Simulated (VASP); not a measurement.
# AlNi (CsCl type) (Pm-3m) in VASP: a series of runs, part 2 of 2

VASP 6.6.1.

### 5 Relaxation of cell and atoms, PBE, target pressure 140 GPa, at which the enthalpy is minimised

This run uses another cell than the first one, of 8.64 Å³/atom, 1.049 times its volume.

INCAR reads:

```
SYSTEM = AlNi
ALGO = Normal
EDIFF = 1E-6
EDIFFG = -0.005
ENCUT = 600
GGA = PE
IBRION = 2
ISIF = 3
ISMEAR = -1
LASPH = .True.
LCHARG = .False.
LREAL = .False.
LWAVE = .False.
NELM = 60
NSW = 60
PREC = Accurate
PSTRESS = 1400.0
SIGMA = 0.05
```

KPOINTS reads:

```
k-points
0
Gamma
  16 16 16
  0 0 0
```

POSCAR reads:

```
AlNi
1.0
    2.5857147853      0.0000000000      0.0000000000
    0.0000000000      2.5857147853      0.0000000000
    0.0000000000      0.0000000000      2.5857147853
Ni Al
1 1
Direct
    0.0000000000      0.0000000000      0.0000000000
    0.5000000000      0.5000000000      0.5000000000
```

Potentials or basis: VASP PAW PBE potentials, release 64 (Ni, Al).

The run is started by

```console
$ cat potpaw_PBE.64/Ni/POTCAR potpaw_PBE.64/Al/POTCAR > POTCAR
$ mpirun -np 1 vasp_std > vasp.out
```

OUTCAR:

```text
SYSTEM = AlNi
   EDIFF = 1E-6
   EDIFFG = -0.005
   ENCUT = 600
   GGA = PE
   IBRION = 2
   ISIF = 3
   ISMEAR = -1
   LASPH = .True.
   LREAL = .False.
   NELM = 60
   NSW = 60
   PREC = Accurate
   PSTRESS = 1400.0

 ion  position               nearest neighbor table
   1  0.000  0.000  0.000-   2 2.24   2 2.24   2 2.24   2 2.24   2 2.24   2 2.24   2 2.24   2 2.24

   2  0.500  0.500  0.500-   1 2.24   1 2.24   1 2.24   1 2.24   1 2.24   1 2.24   1 2.24   1 2.24

  LATTYP: Found a simple cubic cell.
 ALAT       =     2.5857147853

  Lattice vectors:

 A1 = (   2.5857147853,   0.0000000000,   0.0000000000)
 A2 = (   0.0000000000,   2.5857147853,   0.0000000000)
 A3 = (   0.0000000000,   0.0000000000,   2.5857147853)

Analysis of symmetry for initial positions (statically):
=====================================================================
 Subroutine PRICEL returns:
 Original cell was already a primitive cell.

 Routine SETGRP: Setting up the symmetry group for a
 simple cubic supercell.

 Subroutine GETGRP returns: Found 48 space group operations
 (whereof 48 operations were pure point group operations)
 out of a pool of 48 trial point group operations.

The static configuration has the point symmetry O_h .

Analysis of symmetry for dynamics (positions and initial velocities):
=====================================================================
 Subroutine PRICEL returns:
 Original cell was already a primitive cell.

 Routine SETGRP: Setting up the symmetry group for a
 simple cubic supercell.

 Subroutine GETGRP returns: Found 48 space group operations
 (whereof 48 operations were pure point group operations)
 out of a pool of 48 trial point group operations.

The dynamic configuration has the point symmetry O_h .

 Subroutine INISYM returns: Found 48 space group operations
 (whereof 48 operations are pure point group operations),
 and found     1 'primitive' translations

[... 123 lines left out ...]
   LEPSILON=     F    determine dielectric tensor
   LRPA    =     F    only Hartree local field effects (RPA)
 conjugate gradient relaxation of ions
 non-spin polarized calculation
  energy-cutoff  :      600.00
  volume of cell :       17.29
 maximum number of plane-waves:       595
 NGX is ok and might be reduce to    24
   NGX = 11   NGY = 11   NGZ = 11

--------------------------------------- Ionic step        1  -------------------------------------------

 number of electron      13.0000004 magnetization

 Free energy of the ion-electron system (eV)
  ---------------------------------------------------
  ext. energy  EPLUGINS =         0.00000000
  ---------------------------------------------------
  free energy    TOTEN  =        -8.76551523 eV

  energy without entropy =       -8.76039855  energy(sigma->0) =       -8.76295689

------------------------ aborting loop because EDIFF is reached ----------------------------------------

  FORCE on cell =-STRESS in cart. coord.  units (eV):
  Direction    XX          YY          ZZ          XY          YZ          ZX
  --------------------------------------------------------------------------------------
  -------------------------------------------------------------------------------------
  Total       11.9362254     11.9362254     11.9362254     -0.0000000     -0.0000000     -0.0000000
  in kB     1106.2053031   1106.2053031   1106.2053031     -0.0000000     -0.0000000     -0.0000000
  external PRESSURE =    -293.7946969 kB  Pullay stress =    1400.0000000 kB
[... 215 lines left out ...]
--------------------------------------- Ionic step        7  -------------------------------------------

 number of electron      13.0000004 magnetization

 Free energy of the ion-electron system (eV)
  ---------------------------------------------------
  ext. energy  EPLUGINS =         0.00000000
  ---------------------------------------------------
  free energy    TOTEN  =        -8.13648059 eV

  energy without entropy =       -8.13147705  energy(sigma->0) =       -8.13397882

 E-fermi :  15.9086     XC(G=0): -13.9744

 val. band max:       15.8910349730   @ k =   0.3750   0.1875   0.1250
 cond. band min:      15.9448750114   @ k =   0.4375   0.3750   0.2500
 fundamental gap:      0.0538400383
 Fermi energy:        15.9086345727

 k-point     1 :       0.0000    0.0000    0.0000
  band No.  band energies     occupation
      1       1.7516      2.00000
      2      10.3551      2.00000
      3      10.3551      2.00000
      4      13.3878      2.00000
      5      13.3878      2.00000
      6      13.3878      2.00000
      7      23.2913      0.00000
      8      23.2913      0.00000
      9      23.2913      0.00000
     10      25.3258      0.00000
[... 287 lines left out ...]
 k-point    24 :       0.5000    0.1250    0.0000
  band No.  band energies     occupation
      1       7.1156      2.00000
      2       7.5033      2.00000
      3      11.3068      2.00000
      4      12.1740      2.00000
      5      12.2807      2.00000
      6      13.3634      2.00000
      7      15.0405      2.00000
      8      23.8266      0.00000
      9      25.6199      0.00000
     10      28.5191      0.00000

 [... further k-points ...]
[... 5 lines left out ...]
  --------------------------------------------------------------------------------------
  -------------------------------------------------------------------------------------
  Total       14.4056842     14.4056842     14.4056842      0.0000000     -0.0000000      0.0000000
  in kB     1400.4734077   1400.4734077   1400.4734077      0.0000000     -0.0000000      0.0000000
  external PRESSURE =       0.4734077 kB  Pullay stress =    1400.0000000 kB
[... 21 lines left out ...]
  energy  without entropy=       -8.1314770541  energy(sigma->0) =       -8.13397882

  enthalpy is  TOTEN    =         6.2643339859 eV   P V=       14.4008145752

 reached required accuracy - stopping structural energy minimisation
```

It took 93 s on 1 thread of Intel Xeon Platinum 8488C (Sapphire Rapids), shared host; peak memory 0.18 GiB.

What came out:

| Item | Value |
| --- | --- |
| Free energy | -8.1365 eV |
| Relaxed volume | 8.24 Å³/atom |
| Relaxed cell | a = 2.545 Å, b = 2.545 Å, c = 2.545 Å, α = 90.00°, β = 90.00°, γ = 90.00° |
| Space group after relaxing (to 0.05 Å) | Pm-3m (No. 221) |
| Energy change on relaxing (the enthalpy is what falls) | +314.5 meV/atom |
| Ionic steps | 7 |
| Pressure after relaxing | 140.0 GPa |

Step by step:
| step | energy change (eV) | largest force (eV/Å) | pressure (GPa) | volume (Å³) |
| --- | --- | --- | --- | --- |
| 1 | 0.0000 | 0.0000 | 110.62 | 17.29 |
| 2 | 4.4868 | 0.0000 | 314.88 | 13.62 |
| 3 | 0.5714 | 0.0000 | 137.09 | 16.55 |
| 4 | 0.6249 | 0.0000 | 139.84 | 16.49 |
| 5 | 0.6387 | 0.0000 | 140.48 | 16.47 |
| 6 | 0.5952 | 0.0000 | 138.47 | 16.52 |
| 7 | 0.6290 | 0.0000 | 140.05 | 16.48 |

Final structure:
```
Ni Al
1.0
     2.54482    0.00000    0.00000
     0.00000    2.54482    0.00000
     0.00000    0.00000    2.54482
Ni Al
1 1
Cartesian
  0.0000 0.0000 0.0000
  1.2724 1.2724 1.2724
```

Caveat: the cell is relaxed towards a set pressure, so the enthalpy falls and the energy may rise. Spin polarisation is off, so any magnetic state and its effect on volume and gap are missing.

### 6 Overview

```csv
task,cell,cutoff (eV),gap on the mesh (eV),pressure (GPa)
single point,"a = 2.545 Å, 2 atoms",520,none,139.9
single point,"a = 2.544 Å, 2 atoms",520,none,140.6
relaxation of cell and atoms,"relaxed to 140 GPa from a = 2.545 Å, 2 atoms",600,none,140.0
relaxation of cell and atoms,"relaxed to 140 GPa from a = 2.586 Å, 2 atoms",600,none,140.0
```

Alike in all rows: level PBE; potentials or basis VASP PAW PBE potentials, release 64 (Ni, Al); no spin polarisation; k mesh 16 × 16 × 16; smearing fermi-dirac 0.05 eV.

Caveats: the cell is relaxed towards a set pressure, so the enthalpy falls and the energy may rise (some runs).

Total energies depend on the potentials used, so only differences within one code and one set of settings carry meaning.
